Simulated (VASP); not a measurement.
Write the native input for VASP 6.6.1 that does the following.

```yaml
Task: single point
Functional: LDA
Potentials_or_basis: VASP PAW LDA potentials, release 64 (Hf_pv)
Cutoff: 520 eV
k_mesh: 10 × 10 × 10
Occupations: fermi-dirac, width 0.05 eV
Spin: no spin polarisation
Dipole_correction: no
Further_INCAR_settings: ALGO = Normal; EDIFF = 1e-07; NBANDS = 11
```

The structure of Hf lies in POSCAR:

```
Hf
1.0
    0.0000000000      2.2492138765      2.2492138765
    2.2492138765      0.0000000000      2.2492138765
    2.2492138765      2.2492138765      0.0000000000
Hf
1
Direct
    0.0000000000      0.0000000000      0.0000000000
```

The input as run:

INCAR

```
PREC     = Accurate       # precision mode
ENCUT    = 520            # plane-wave cutoff, eV
EDIFF    = 1E-7           # SCF threshold, eV
ISMEAR   = -1             # smearing method
SIGMA    = 0.05           # smearing width, eV
LREAL    = F              # projectors in reciprocal space
LASPH    = T              # aspherical terms in the spheres
NELM     = 100            # most SCF steps
ALGO     = Normal         # electronic algorithm
ISIF     = 2              # what is computed and relaxed
LWAVE    = F              # write WAVECAR
LCHARG   = F              # write CHGCAR
GGA      = CA             # functional
NBANDS   = 11             # bands
```

KPOINTS

```
regular mesh
0
Gamma
  10 10 10
```

Potentials or basis: VASP PAW LDA potentials, release 64 (Hf_pv).

Run with:

```bash
$ cat potpaw_LDA.64/Hf_pv/POTCAR > POTCAR
$ mpirun -np 1 vasp_std > vasp.out
```

Results of the run:

The pressure is -9.3 GPa and the band gap on the k mesh is zero (band 5 reaches 5.82 eV, above the bottom of band 6 at 4.11 eV).

Caveat: spin-orbit coupling is left out, which moves the levels of the heavy elements.

Run time: 4.2 s on 1 thread of Intel(R) Xeon(R) 6975P-C (Granite Rapids), with other jobs on the host, peak memory 0.13 GiB.
